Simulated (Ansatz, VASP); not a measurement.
## One calculation of Nb, two programs

Contents of INCAR:

```
  PREC = Accurate
  ENCUT = 400
  EDIFF = 1E-6
  ISMEAR = -1
  SIGMA = 0.01
  LREAL = False
  LASPH = True
  NELM = 200
  ALGO = Normal
  ISIF = 2
  LWAVE = False
  LCHARG = True
  ISPIN = 2
  MAGMOM = 7
  LORBIT = 11
  LMAXMIX = 4
  LELF = True
  LVHAR = True
  ISYM = 0
  NBANDS = 16
  GGA_COMPAT = False
```

File KPOINTS:

```
Automatic mesh
0
Gamma
  1 1 1
```

Contents of POSCAR:

```
Nb
1.0
   14.0000000000      0.0000000000      0.0000000000
    0.0000000000     14.4000000000      0.0000000000
    0.0000000000      0.0000000000     14.8000000000
Nb
1
Direct
    0.5000000000      0.5000000000      0.5000000000
```

Input for Ansatz:

```yaml
crystal:
  lattice:
    - [14.0, 0.0, 0.0]
    - [0.0, 14.4, 0.0]
    - [0.0, 0.0, 14.8]
  atoms:
    - { symbol: Nb, position: [0.5, 0.5, 0.5], spin: 7.0 }
  symmetry: { detect: false, time_reversal: true }
hamiltonian:
  xc: lda
  pseudopotentials:
    kind: paw
    azcp:
      Nb: "pseudopotentials/Nb.paw.azcp"
basis:
  ecutwfc: 420
  fft_grid_basis: typed
kpoints:
  mp_grid: { grid: [1, 1, 1], shift: [0, 0, 0] }
magnetization:
  spin_polarized: true
scf:
  occupations: { method: fermi_dirac, width: 0.01 }
output:
  write_density: true
  write_potential: true
  elf: true
  volumetric_format: npy
```

Alike in both runs: task single point; functional LDA; k mesh 1 × 1 × 1; occupations fermi-dirac, width 0.01 eV; collinear spin.

```csv
,VASP,Ansatz
version,VASP 6.6.1,Ansatz 0.2.0
potentials or method,"VASP PAW LDA potentials, release 64 (Nb_sv), cutoff 400 eV","plane waves (420 eV) with PAW, scalar-relativistic"
valence electrons in the cell,13,13
```

VASP gave:

* net moment per atom (μB): 5.00
* size of the moment on the site where the two differ most (μB): 2.92

Task: Estimate Ansatz's values.

Result: net moment per atom (μB): 5.00; size of the moment on the site where the two differ most (μB): 5.00.

Ansatz warns that its potentials were made for another functional, while VASP's fit it. LDA's correlation is that of Perdew and Zunger in VASP and of Perdew and Wang (1992) in Ansatz. Site moments also hang on the region over which each program counts them. Ansatz's warnings: given moment on shells, open shared shell at semilocal close, stability check not made, xc potential rough in thin density.
